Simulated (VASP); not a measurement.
# YPtC4N4 (P-43m) in VASP: further runs

Runs on YPtC4N4. Level: PBE. Tasks: single point, relaxation of cell and atoms.

Everything below comes from runs of VASP 6.6.1. Logs are shortened: lines on timing, memory, paths and dates and some standing lists are left out, and cuts for length are marked.

## (1) The cell of the first run

It takes space group P-43m (No. 215, cubic). The conventional cell has a = 6.116 Å, b = 6.116 Å, c = 6.116 Å, α = 90.00°, β = 90.00°, γ = 90.00°. Y (site symmetry -43m) has 4 N at 2.21 Å within 2.9 Å. Pt (site symmetry -43m) has 4 C at 1.92 Å within 2.5 Å. Within 1.6 Å of C (site symmetry 3m) lie 1 N at 1.17 Å. N (site symmetry 3m) has 1 C at 1.17 Å within 1.6 Å.

## (2) Single point, PBE

Contents of INCAR:

```
PREC = Accurate ; ENCUT = 520
EDIFF = 1E-7 ; ISMEAR = 0
SIGMA = 0.1 ; LREAL = F
LASPH = T ; NELM = 60
ALGO = Normal ; ISIF = 2
LWAVE = F ; LCHARG = T
GGA = PE ; LELF = T
LVHAR = T ; NBANDS = 40
```

Contents of KPOINTS:

```
Automatic mesh
0
Gamma
  4 4 4
```

Contents of POSCAR:

```
YPtC4N4
1.0
    6.1164487500      0.0000000000      0.0000000000
    0.0000000000      6.1164487500      0.0000000000
    0.0000000000      0.0000000000      6.1164487500
Y Pt C N
1 1 4 4
Direct
    0.5000000000      0.5000000000      0.5000000000
    0.0000000000      0.0000000000      0.0000000000
    0.1809514800      0.1809514800      0.1809514800
    0.1809514800      0.8190485200      0.8190485200
    0.8190485200      0.1809514800      0.8190485200
    0.8190485200      0.8190485200      0.1809514800
    0.2913913500      0.2913913500      0.2913913500
    0.2913913500      0.7086086500      0.7086086500
    0.7086086500      0.2913913500      0.7086086500
    0.7086086500      0.7086086500      0.2913913500
```

Potentials or basis: VASP PAW PBE potentials, release 64 (Y_sv, Pt, C, N).

Started as:

```
cat potpaw_PBE.64/Y_sv/POTCAR potpaw_PBE.64/Pt/POTCAR potpaw_PBE.64/C/POTCAR potpaw_PBE.64/N/POTCAR > POTCAR
mpirun -np 1 vasp_std > vasp.out
```

OUTCAR:

```text
PREC = Accurate
   ENCUT = 520
   EDIFF = 1E-7
   ISMEAR = 0
   LREAL = F
   LASPH = T
   NELM = 60
   ISIF = 2
   GGA = PE

 ion  position               nearest neighbor table
   1  0.500  0.500  0.500-   7 2.21   8 2.21   9 2.21  10 2.21
   2  0.000  0.000  0.000-   3 1.92   4 1.92   5 1.92   6 1.92
   3  0.181  0.181  0.181-   7 1.17   2 1.92
   4  0.181  0.819  0.819-   8 1.17   2 1.92
   5  0.819  0.181  0.819-   9 1.17   2 1.92
   6  0.819  0.819  0.181-  10 1.17   2 1.92
   7  0.291  0.291  0.291-   3 1.17   1 2.21
   8  0.291  0.709  0.709-   4 1.17   1 2.21
   9  0.709  0.291  0.709-   5 1.17   1 2.21
  10  0.709  0.709  0.291-   6 1.17   1 2.21

  LATTYP: Found a simple cubic cell.
 ALAT       =     6.1164487500

  Lattice vectors:

 A1 = (   6.1164487500,   0.0000000000,   0.0000000000)
 A2 = (   0.0000000000,   6.1164487500,   0.0000000000)
 A3 = (   0.0000000000,   0.0000000000,   6.1164487500)

Analysis of symmetry for initial positions (statically):
=====================================================================
 Subroutine PRICEL returns:
 Original cell was already a primitive cell.

 Routine SETGRP: Setting up the symmetry group for a
 simple cubic supercell.

 Subroutine GETGRP returns: Found 24 space group operations
 (whereof 24 operations were pure point group operations)
 out of a pool of 48 trial point group operations.

The static configuration has the point symmetry T_d .

Analysis of symmetry for dynamics (positions and initial velocities):
=====================================================================
 Subroutine PRICEL returns:
 Original cell was already a primitive cell.

 Routine SETGRP: Setting up the symmetry group for a
 simple cubic supercell.

 Subroutine GETGRP returns: Found 24 space group operations
 (whereof 24 operations were pure point group operations)
 out of a pool of 48 trial point group operations.

The dynamic configuration has the point symmetry T_d .

 Subroutine INISYM returns: Found 24 space group operations
 (whereof 24 operations are pure point group operations),
 and found     1 'primitive' translations

----------------------------------------------------------------------------------------

                                     Primitive cell

  volume of cell :     228.8221

  direct lattice vectors                    reciprocal lattice vectors
     6.116448750  0.000000000  0.000000000     0.163493563  0.000000000  0.000000000
     0.000000000  6.116448750  0.000000000     0.000000000  0.163493563  0.000000000
     0.000000000  0.000000000  6.116448750     0.000000000  0.000000000  0.163493563

  length of vectors
     6.116448750  6.116448750  6.116448750     0.163493563  0.163493563  0.163493563

  position of ions in fractional coordinates (direct lattice)
     0.500000000  0.500000000  0.500000000
     0.000000000  0.000000000  0.000000000
     0.180951480  0.180951480  0.180951480
     0.180951480  0.819048520  0.819048520
     0.819048520  0.180951480  0.819048520
     0.819048520  0.819048520  0.180951480
     0.291391350  0.291391350  0.291391350
     0.291391350  0.708608650  0.708608650
     0.708608650  0.291391350  0.708608650
     0.708608650  0.708608650  0.291391350

  ion indices of the primitive-cell ions
   primitive index   ion index
                 1           1
                 2           2
                 3           3
                 4           4
                 5           5
                 6           6
                 7           7
                 8           8
                 9           9
                10          10

----------------------------------------------------------------------------------------

 KPOINTS: Automatic mesh

Automatic generation of k-mesh.
 Grid dimensions read from file:
 generate k-points for:    4    4    4

 Generating k-lattice:

  Cartesian coordinates                     Fractional coordinates (reciprocal lattice)
     0.040873391  0.000000000  0.000000000     0.250000000  0.000000000  0.000000000
     0.000000000  0.040873391  0.000000000     0.000000000  0.250000000  0.000000000
     0.000000000  0.000000000  0.040873391     0.000000000  0.000000000  0.250000000

  Length of vectors
     0.040873391  0.040873391  0.040873391

  Shift w.r.t. Gamma in fractional coordinates (k-lattice)
     0.000000000  0.000000000  0.000000000

 Subroutine IBZKPT returns following result:
 ===========================================

 Found     10 irreducible k-points:

 Following reciprocal coordinates:
            Coordinates               Weight
  0.000000  0.000000  0.000000      1.000000
  0.250000  0.000000  0.000000      6.000000
  0.500000  0.000000  0.000000      3.000000
  0.250000  0.250000  0.000000     12.000000
  0.500000  0.250000  0.000000     12.000000
  0.500000  0.500000  0.000000      3.000000
  0.250000  0.250000  0.250000      8.000000
  0.500000  0.250000  0.250000     12.000000
  0.500000  0.500000  0.250000      6.000000
  0.500000  0.500000  0.500000      1.000000
   k-points           NKPTS =     10   k-points in BZ     NKDIM =     10   number of bands    NBANDS=     40
   number of dos      NEDOS =    301   number of ions     NIONS =     10
   total plane-waves  NPLWV = 110592
   dimension x,y,z NGX =    48 NGY =   48 NGZ =   48
   dimension x,y,z NGXF=    96 NGYF=   96 NGZF=   96
   ions per type =               1   1   4   4
   NGX,Y,Z   is equivalent  to a cutoff of  13.05, 13.05, 13.05 a.u.
   NGXF,Y,Z  is equivalent  to a cutoff of  26.09, 26.09, 26.09 a.u.
 SYSTEM =  unknown system
   PREC   = accura    normal or accurate (medium, high low for compatibility)
   ISTART =      0    job   : 0-new  1-cont  2-samecut
   ICHARG =      2    charge: 1-file 2-atom 10-const
   ISPIN  =      1    spin polarized calculation?
   LNONCOLLINEAR =      F non collinear calculations
   LSORBIT =      F    spin-orbit coupling
   LASPH  =      T    aspherical Exc in radial PAW
   ENCUT  =  520.0 eV  38.22 Ry    6.18 a.u.  11.37 11.37 11.37*2*pi/ulx,y,z
   NELM   =     60;   NELMIN=  2; NELMDL= -5     # of ELM steps
   EDIFF  = 0.1E-06   stopping-criterion for ELM
   LREAL  =      F    real-space projection
   EDIFFG = 0.1E-05   stopping-criterion for IOM
   NSW    =      0    number of steps for IOM
   IBRION =     -1    ionic relax: 0-MD 1-quasi-New 2-CG
   NFREE  =      0    steps in history (QN), initial steepest desc. (CG)
   ISIF   =      2    stress and relaxation
   ISYM   =      2    0-nonsym 1-usesym 2-fastsym
   POTIM  = 0.5000    time-step for ionic-motion
   TEBEG  =    0.0;   TEEND  =   0.0 temperature during run
   PSTRESS=    0.0 pullay stress
   NELECT =      57.0000    total number of electrons
   NUPDOWN=      -1.0000    fix difference up-down
   EMIN   =  10.00;   EMAX   =-10.00  energy-range for DOS
   EFERMI =   0.00;   METHOD = LEGACY
   ISMEAR =     0;   SIGMA  =   0.10  broadening in eV -4-tet -1-fermi 0-gaus
   EFERMI_NEDOS =   21; number of points for ismear=-14 and -15
   IALGO  =     38    algorithm
   IMIX   =      4    mixing-type and parameters
     AMIX     =   0.40;   BMIX     =  1.00
     AMIX_MAG =   1.60;   BMIX_MAG =  1.00
  volume/ion in A,a.u.               =      22.88       154.42
  Fermi-wavevector in a.u.,A,eV,Ry     =   1.030071  1.946552 14.436407  1.061046
  Thomas-Fermi vector in A             =   2.164150
   LORBIT       =      0    0 simple, 1 ext, 2 COOP (PROOUT), +10 PAW based schemes
   GGA     = PE    functional components
   LHFCALC =     F    Hartree Fock is set to
   AEXX    =    0.0000 exact exchange contribution
   IVDW    =     0    specifies the selected vdW correction
   LEPSILON=     F    determine dielectric tensor
   LRPA    =     F    only Hartree local field effects (RPA)
 non-spin polarized calculation
 Gauss-broadening in eV      SIGMA  =   0.10
  energy-cutoff  :      520.00
  volume of cell :      228.82
 maximum number of plane-waves:      6196
 NGX is ok and might be reduce to    48
   NGX = 23   NGY = 23   NGZ = 23

 number of electron      57.0000005 magnetization

 Free energy of the ion-electron system (eV)
  ---------------------------------------------------
  ext. energy  EPLUGINS =         0.00000000
  ---------------------------------------------------
  free energy    TOTEN  =       -81.99624966 eV

  energy without entropy =      -81.91428513  energy(sigma->0) =      -81.95526740

 E-fermi :  -0.7732     XC(G=0):  -7.0415

 val. band max:       -0.7886118392   @ k =   0.5000   0.2500   0.2500
 cond. band min:      -0.7709222853   @ k =   0.5000   0.5000   0.0000
 fundamental gap:      0.0176895539
 Fermi energy:        -0.7732309934

 k-point     1 :       0.0000    0.0000    0.0000
  band No.  band energies     occupation
      1     -42.7765      2.00000
      2     -22.9288      2.00000
      3     -22.9288      2.00000
      4     -22.9288      2.00000
      5     -18.3178      2.00000
      6     -18.1692      2.00000
[... 32 lines left out ...]
     39       6.0776      0.00000
     40       6.0789      0.00000

 k-point     2 :       0.2500    0.0000    0.0000
  band No.  band energies     occupation
      1     -42.7765      2.00000
      2     -22.9291      2.00000
      3     -22.9287      2.00000
      4     -22.9287      2.00000
      5     -18.2997      2.00000
      6     -18.1868      2.00000
[... 333 lines left out ...]
     39       5.5288      0.00000
     40       5.5288      0.00000

 k-point    10 :       0.5000    0.5000    0.5000
  band No.  band energies     occupation
      1     -42.7765      2.00000
      2     -22.9292      2.00000
      3     -22.9292      2.00000
      4     -22.9292      2.00000
      5     -18.2808      2.00000
      6     -18.1804      2.00000
[... 32 lines left out ...]
     39       5.5139      0.00000
     40       5.5139      0.00000

------------------------ aborting loop because EDIFF is reached ----------------------------------------

  FORCE on cell =-STRESS in cart. coord.  units (eV):
  Direction    XX          YY          ZZ          XY          YZ          ZX
  --------------------------------------------------------------------------------------
  -------------------------------------------------------------------------------------
  Total        7.8534703      7.8534703      7.8534703     -0.0000000      0.0000000     -0.0000000
  in kB       54.9887902     54.9887902     54.9887902     -0.0000000      0.0000000     -0.0000000
  external PRESSURE =      54.9887902 kB  Pullay stress =       0.0000000 kB

 VOLUME and BASIS-vectors are now :
 -----------------------------------------------------------------------------
  energy-cutoff  :      520.00
  volume of cell :      228.82
      direct lattice vectors                 reciprocal lattice vectors
     6.116448750  0.000000000  0.000000000     0.163493563  0.000000000  0.000000000
     0.000000000  6.116448750  0.000000000     0.000000000  0.163493563  0.000000000
     0.000000000  0.000000000  6.116448750     0.000000000  0.000000000  0.163493563

 POSITION                                       TOTAL-FORCE (eV/Angst)
 -----------------------------------------------------------------------------------
      3.05822      3.05822      3.05822        -0.000000     -0.000000     -0.000000
      0.00000      0.00000      0.00000        -0.000000      0.000000     -0.000000
      1.10678      1.10678      1.10678        -0.433968     -0.433968     -0.433968
      1.10678      5.00967      5.00967        -0.433968      0.433968      0.433968
      5.00967      1.10678      5.00967         0.433968     -0.433968      0.433968
      5.00967      5.00967      1.10678         0.433968      0.433968     -0.433968
      1.78228      1.78228      1.78228         1.052643      1.052643      1.052643
      1.78228      4.33417      4.33417         1.052643     -1.052643     -1.052643
      4.33417      1.78228      4.33417        -1.052643      1.052643     -1.052643
      4.33417      4.33417      1.78228        -1.052643     -1.052643      1.052643
 -----------------------------------------------------------------------------------
    total drift:                                0.000000      0.000000     -0.000000

  FREE ENERGIE OF THE ION-ELECTRON SYSTEM (eV)
  ---------------------------------------------------
  free  energy   TOTEN  =       -81.9962496604 eV

  energy  without entropy=      -81.9142851341  energy(sigma->0) =      -81.95526740
```

Wall time 71 s (1 thread of Intel Xeon 6975P-C (Granite Rapids), shared host); peak memory 0.39 GiB.

Results:

| Property | Result |
| --- | --- |
| Free energy | -81.9962 eV |
| Pressure | 5.5 GPa |
| Largest force | 1.823 eV/Å |
| Band gap on the k mesh | zero (an odd number of electrons rules out a gap without spin polarisation) |

Forces on the atoms (eV/Å):
```
Y    0.000  0.000  0.000
Pt   0.000  0.000  0.000
C   -0.434 -0.434 -0.434
C   -0.434  0.434  0.434
C    0.434 -0.434  0.434
C    0.434  0.434 -0.434
N    1.053  1.053  1.053
N    1.053 -1.053 -1.053
N   -1.053  1.053 -1.053
N   -1.053 -1.053  1.053
```

Levels at points of the mesh, in eV from the Fermi level:
```tsv
k point	band 25	band 26	band 27	band 28	band 29	band 30	band 31	band 32	band 33	band 34
(0.00, 0.00, 0.00)	-2.44	-2.44	-0.12	-0.12	-0.12	3.26	3.26	3.80	3.80	3.80
(0.50, 0.00, 0.00)	-2.27	-2.11	-0.25	-0.10	-0.10	2.88	3.30	3.79	3.79	3.92
(0.50, 0.50, 0.00)	-2.20	-2.04	-0.23	0.00	0.00	2.84	3.40	3.72	3.72	4.10
(0.50, 0.50, 0.50)	-2.29	-2.29	0.01	0.01	0.01	3.27	3.27	4.04	4.04	4.04
```

Caveat: the cell stands under pressure; spin-orbit coupling is left out, which moves the levels of the heavy elements; forces of over 1 eV/Å act on the atoms, so gaps and moduli don't describe the material at rest.

## (3) Single point, PBE

This run uses another cell than the first one, of 24.27 Å³/atom.

Contents of INCAR:

```
  ALGO = Normal
  EDIFF = 1E-6
  ENCUT = 520
  GGA = PE
  ISIF = 2
  ISMEAR = 0
  LASPH = True
  LCHARG = True
  LELF = True
  LREAL = False
  LVHAR = True
  LWAVE = False
  NBANDS = 40
  NELM = 100
  PREC = Accurate
  SIGMA = 0.1
```

Contents of KPOINTS:

```
k-points
0
Gamma
  4 4 4
```

Contents of POSCAR:

```
YPtC4N4
1.0
    6.2374988996      0.0000000000      0.0000000000
    0.0000000000      6.2374988996      0.0000000000
    0.0000000000      0.0000000000      6.2374988996
Y Pt C N
1 1 4 4
Direct
    0.5000000000      0.5000000000      0.5000000000
    0.0000000000      0.0000000000      0.0000000000
    0.1836279357      0.1836279357      0.1836279357
    0.1836279357      0.8163720643      0.8163720643
    0.8163720643      0.1836279357      0.8163720643
    0.8163720643      0.8163720643      0.1836279357
    0.2932833116      0.2932833116      0.2932833116
    0.2932833116      0.7067166884      0.7067166884
    0.7067166884      0.2932833116      0.7067166884
    0.7067166884      0.7067166884      0.2932833116
```

Potentials or basis: VASP PAW PBE potentials, release 64 (Y_sv, Pt, C, N).

Started as:

```
cat potpaw_PBE.64/Y_sv/POTCAR potpaw_PBE.64/Pt/POTCAR potpaw_PBE.64/C/POTCAR potpaw_PBE.64/N/POTCAR > POTCAR
mpirun -np 1 vasp_std > vasp.out
```

Wall time 71 s (1 thread of Intel Xeon 6975P-C (Granite Rapids), shared host); peak memory 0.38 GiB.

The run converged. Its results:

```yaml
Free_energy: -82.2658 eV
Pressure: 0.4 GPa
Largest_force: 0.293 eV/Å
Band_gap_on_the_k_mesh: zero (an odd number of electrons rules out a gap without spin polarisation)
```

Forces in eV/Å, atoms in the order of the input:
```
Y    0.000  0.000  0.000
Pt   0.000  0.000  0.000
C   -0.169 -0.169 -0.169
C   -0.169  0.169  0.169
C    0.169 -0.169  0.169
C    0.169  0.169 -0.169
N    0.168  0.168  0.168
N    0.168 -0.168 -0.168
N   -0.168  0.168 -0.168
N   -0.168 -0.168  0.168
```

Levels at points of the mesh, in eV from the Fermi level:
```
           k point  band 26  band 27  band 28  band 29  band 30  band 31  band 32  band 33
(0.00, 0.00, 0.00)    -2.24    -0.10    -0.10    -0.10     3.10     3.10     3.56     3.56
(0.50, 0.00, 0.00)    -1.96    -0.23    -0.09    -0.09     2.78     3.09     3.65     3.65
(0.50, 0.50, 0.00)    -1.92    -0.20    -0.01    -0.01     2.74     3.17     3.62     3.62
(0.50, 0.50, 0.50)    -2.14     0.01     0.01     0.01     3.10     3.10     3.82     3.82
```

Caveat: spin-orbit coupling is left out, which moves the levels of the heavy elements.

(Continued in part 2 of 2.)
